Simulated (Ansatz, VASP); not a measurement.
One calculation of Cl, two programs

The input POSCAR:

```
Cl
1.0
   12.0000000000      0.0000000000      0.0000000000
    0.0000000000     12.3000000000      0.0000000000
    0.0000000000      0.0000000000     12.6000000000
Cl
2
Direct
    0.5000000000      0.5000000000      0.4204904951
    0.5000000000      0.5000000000      0.5795095049
```

Contents of INCAR.step1:

```
SYSTEM = Cl
  ALGO = Normal
  EDIFF = 1E-5
  ENCUT = 520
  GGA = PE
  ISIF = 2
  ISMEAR = -1
  LASPH = .True.
  LCHARG = .False.
  LREAL = .False.
  LWAVE = .True.
  NBANDS = 14
  NELM = 60
  PREC = Accurate
  SIGMA = 0.01
```

INCAR.step2

```
SYSTEM = Cl
  ALGO = Normal
  EDIFF = 1E-6
  ENCUT = 520
  GGA = PE
  HFSCREEN = 0.2079
  ISIF = 2
  ISMEAR = -1
  ISTART = 1
  LASPH = .True.
  LCHARG = .False.
  LHFCALC = .True.
  LREAL = .False.
  LWAVE = .False.
  NBANDS = 14
  NELM = 60
  PREC = Accurate
  PRECFOCK = Normal
  SIGMA = 0.01
```

File KPOINTS:

```
k-points
0
Gamma
  1 1 1
  0 0 0
```

Input for Ansatz:

```yaml
crystal:
  lattice:
    - [12.0, 0.0, 0.0]
    - [0.0, 12.3, 0.0]
    - [0.0, 0.0, 12.6]
  atoms:
    - { symbol: Cl, position: [0.5, 0.5, 0.4204904951] }
    - { symbol: Cl, position: [0.5, 0.5, 0.5795095049] }
hamiltonian:
  xc: hse06
  pseudopotentials:
    kind: paw
    azcp:
      Cl: "pseudopotentials/Cl.paw.azcp"
basis:
  ecutwfc: 420
  fft_grid_basis: typed
kpoints:
  mp_grid: { grid: [1, 1, 1], shift: [0, 0, 0] }
magnetization:
  spin_polarized: false
scf:
  occupations: { method: fermi_dirac, width: 0.01 }
```

Alike in both runs: task single point; functional HSE06; k mesh 1 × 1 × 1; occupations fermi-dirac, width 0.01 eV; no spin polarisation.

```csv
,VASP,Ansatz
version,VASP 6.6.1,Ansatz 0.2.0
potentials or method,"VASP PAW PBE potentials, release 64 (Cl), cutoff 520 eV","plane waves (420 eV) with PAW, scalar-relativistic"
valence electrons in the cell,14,14
```

```csv
,VASP,Ansatz,Ansatz less VASP
gap on the k mesh at the Fermi level (eV),4.70,4.66,-0.041
```
